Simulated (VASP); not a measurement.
# Al9O: single point with PBEsol

The system is Al9O, a slab with vacuum.

```
CELL_PARAMETERS angstrom
2.83628 0.00000 0.00000
-1.41814 2.45629 0.00000
0.00000 0.00000 37.64430
ATOMIC_POSITIONS crystal
Al 0.33333 0.66667 0.22580
Al 0.00000 0.00000 0.28771
Al 0.66667 0.33333 0.34962
Al 0.00000 0.00000 0.41153
Al 0.33524 0.67048 0.47282
Al 0.00366 0.00732 0.53438
Al 0.67154 0.34309 0.59662
Al 0.00595 0.01189 0.65729
Al 0.33900 0.67799 0.72003
O 0.67229 0.34459 0.73933
```

| Quantity | Value |
| --- | --- |
| Program | VASP 6.6.1 |
| Task | single point |
| Functional | PBEsol |
| Potentials or basis | VASP PAW PBE potentials, release 64 (Al, O) |
| Cutoff | 520 eV |
| k mesh | 12 × 12 × 1 |
| Occupations | gaussian, width 0.1 eV |
| Spin | no spin polarisation |

```
Largest force          : 0.060 eV/Å
Band gap on the k mesh : zero (an odd number of electrons rules out a gap without spin polarisation)
```

Forces in eV/Å, atoms in the order of the input:
```
Al   0.000  0.000 -0.019
Al   0.000  0.000  0.060
Al   0.000  0.000 -0.037
Al   0.000  0.003 -0.006
Al   0.000  0.000  0.005
Al   0.000 -0.001  0.002
Al   0.000 -0.001 -0.015
Al   0.000 -0.003  0.001
Al   0.000 -0.002  0.003
O    0.000  0.004  0.006
```

Levels at points of the mesh, in eV from the Fermi level:
| k point | band 13 | band 14 | band 15 | band 16 | band 17 | band 18 | band 19 | band 20 |
| --- | --- | --- | --- | --- | --- | --- | --- | --- |
| (0.00, 0.00, 0.00) | -4.09 | -2.64 | -1.14 | 0.45 | 2.00 | 3.33 | 4.14 | 4.73 |
| (0.50, 0.00, 0.00) | -3.13 | -2.90 | -2.33 | -2.13 | -1.10 | -0.90 | -0.08 | 0.21 |
| (0.00, 0.50, 0.00) | -3.14 | -2.89 | -2.34 | -2.12 | -1.11 | -0.89 | -0.07 | 0.21 |

It took 12 min on 1 thread of Intel(R) Xeon(R) 6975P-C (Granite Rapids), with other jobs on the host, peak memory 0.52 GiB.

Caveat: the PAW data sets were made with another functional, which shifts forces and pressure a little; an odd number of electrons without spin polarisation forces a metal; a magnetic or distorted state may lie lower.
